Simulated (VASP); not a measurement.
## InPt3: single point with LDA

InPt3:

```xyz
4
Lattice="3.8962 0.0000 0.0000 0.0000 3.8962 0.0000 0.0000 0.0000 3.8962" Properties=species:S:1:pos:R:3 pbc="T T T"
In    0.0000    0.0000    0.0000
Pt    1.9481    1.9481    0.0000
Pt    0.0000    1.9481    1.9481
Pt    1.9481    0.0000    1.9481
```

```json
{"Program": "VASP 6.6.1", "Task": "single point", "Functional": "LDA", "Potentials or basis": "VASP PAW LDA potentials, release 64 (In_d, Pt)", "Cutoff": "500 eV", "k mesh": "12 × 12 × 12", "Occupations": "fermi-dirac, width 0.15 eV", "Spin": "no spin polarisation", "Dipole correction": "no", "Further INCAR settings": "ALGO = Normal; EDIFF = 1e-06; NBANDS = 30"}
```

The pressure is 16.1 GPa. The band gap on the k mesh is zero (an odd number of electrons rules out a gap without spin polarisation).

Levels at points of the mesh, in eV from the Fermi level:
```csv
k point,band 19,band 20,band 21,band 22,band 23,band 24,band 25,band 26
"(0.00, 0.00, 0.00)",0.10,0.10,0.10,0.57,0.57,0.57,6.34,7.72
"(0.50, 0.00, 0.00)",-2.32,-2.17,-0.83,0.57,4.36,6.06,6.06,6.59
"(0.50, 0.50, 0.00)",-1.92,-1.82,-1.79,-0.59,1.66,1.66,7.54,9.51
"(0.50, 0.50, 0.50)",-1.69,-1.69,-0.57,0.08,0.08,0.08,3.61,4.73
```

Wall time 38 s on 1 thread of AMD EPYC 9R45 96-Core Processor (Zen 5) (shared host), peak memory 0.2 GiB.

Caveat: the cell stands under pressure; spin-orbit coupling is left out, which moves the levels of the heavy elements.
